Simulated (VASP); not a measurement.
A run of VASP 6.6.1 is set up as follows.

The input INCAR:

```
PREC = Accurate ; ENCUT = 500
EDIFF = 1E-6 ; ISMEAR = 0
SIGMA = 0.02 ; LREAL = F
LASPH = T ; NELM = 120
ALGO = Normal ; ISIF = 2
LWAVE = F ; LCHARG = F
GGA = PE ; NBANDS = 15
GGA_COMPAT = F
```

KPOINTS

```
regular mesh
0
Gamma
  6 6 6
```

File POSCAR:

```
KCl
1.0
    3.8339000000      0.0000000000      0.0000000000
    0.0000000000      3.8339000000      0.0000000000
    0.0000000000      0.0000000000      3.8339000000
K Cl
1 1
Direct
    0.0000000000      0.0000000000      0.0000000000
    0.5000000000      0.5000000000      0.5000000000
```

Potentials or basis: VASP PAW PBE potentials, release 64 (K_sv, Cl).

Command:

```sh
$ cat potpaw_PBE.64/K_sv/POTCAR potpaw_PBE.64/Cl/POTCAR > POTCAR
$ mpirun -np 1 vasp_std > vasp.out
```

Task: Predict the pressure.

Result: 0.0 GPa.

Task: Estimate the band gap on the k mesh.

Result: 4.81 eV, indirect (least direct gap 5.02 eV).

 A k mesh can miss the band edges.
